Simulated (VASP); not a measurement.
Runs of VASP 6.6.1 on Al3Ni2. The structure is that of space group P-3m1 (No. 164), or close to it. The cells are those of the table. 

```tsv
cell	gap on the mesh (eV)	pressure (GPa)	largest force (eV/Å)
a = 3.907, b = 3.907, c = 4.618 Å, angles 90.0, 90.0, 120.0°, 5 atoms	none	18.5	0.23
a = 4.207, b = 4.207, c = 4.862 Å, angles 90.0, 90.0, 120.0°, 5 atoms	none	-11.2	0.12
a = 3.806, b = 3.806, c = 4.983 Å, angles 90.0, 90.0, 120.0°, 5 atoms	none	13.4	0.29
a = 4.207, b = 4.207, c = 5.105 Å, angles 90.0, 90.0, 120.0°, 5 atoms	none	(b)	0.18
a = 3.806, b = 3.806, c = 5.105 Å, angles 90.0, 90.0, 120.0°, 5 atoms	none	(a)	0.29
```

Alike in all rows: task single point; level r2SCAN; potentials or basis VASP PAW PBE potentials, release 64 (Al, Ni); no spin polarisation; k mesh 12 × 12 × 10; cutoff (eV) 520; smearing gaussian 0.15 eV.

Problem. Estimate the missing entries.

Solution. (a) 9.2; (b) -15.7.

Caveats: the PAW data sets were made with another functional, which shifts forces and pressure a little; the stress differs along the axes, from 15 to 25 GPa (at least some runs); the stress differs along the axes, from -14 to -5 GPa (at least some runs); the stress differs along the axes, from 1 to 20 GPa (at least some runs); the cell stands under tension (at least some runs); the stress differs along the axes, from -6 to 17 GPa (at least some runs).

A gap of «none» marks levels without a gap at the run's occupations.
